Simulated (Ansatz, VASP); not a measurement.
**PbO: VASP beside Ansatz**

```
CELL_PARAMETERS angstrom
3.96322 0.00000 0.00000
0.00000 3.96322 0.00000
0.00000 0.00000 4.97637
ATOMIC_POSITIONS crystal
Pb 0.50000 0.00000 0.76000
Pb 0.00000 0.50000 0.24000
O 0.50000 0.50000 0.00000
O 0.00000 0.00000 0.00000
```

Alike in both runs: task single point; functional SVWN5; k mesh 7 × 7 × 6; occupations fermi-dirac, width 0.05 eV; no spin polarisation.

|  | VASP | Ansatz |
| --- | --- | --- |
| version | VASP 6.6.1 | Ansatz 0.2.0 |
| potentials or method | VASP PAW PBE potentials, release 64 (Pb_d, O) | Ansatz PAW |
| plane-wave cutoff (eV) | 600 | 420 |
| valence electrons in the cell | 40 | 40 |

```tsv
	VASP	Ansatz	Ansatz less VASP
gap on the k mesh at the Fermi level (eV)	1.36	1.36	-0.006
least direct gap on the mesh (eV)	2.30	2.32	+0.016
pressure (GPa)	-1.9	-2.1	-0.14
traceless stress, the component that is largest in VASP (GPa)	-0.07	-0.05	+0.015
rms of the force components (eV/Å)	0.125	0.145	+0.0203
```

VASP's potentials were made for PBE, not for SVWN5. Atom by atom the forces differ by 0.020 eV/Å (rms over components).

Spin-orbit coupling is off throughout. Noted on Ansatz's run: odd divisions of the mesh miss points on the zone boundary, where band edges often lie, so the gap on the mesh can be too wide.
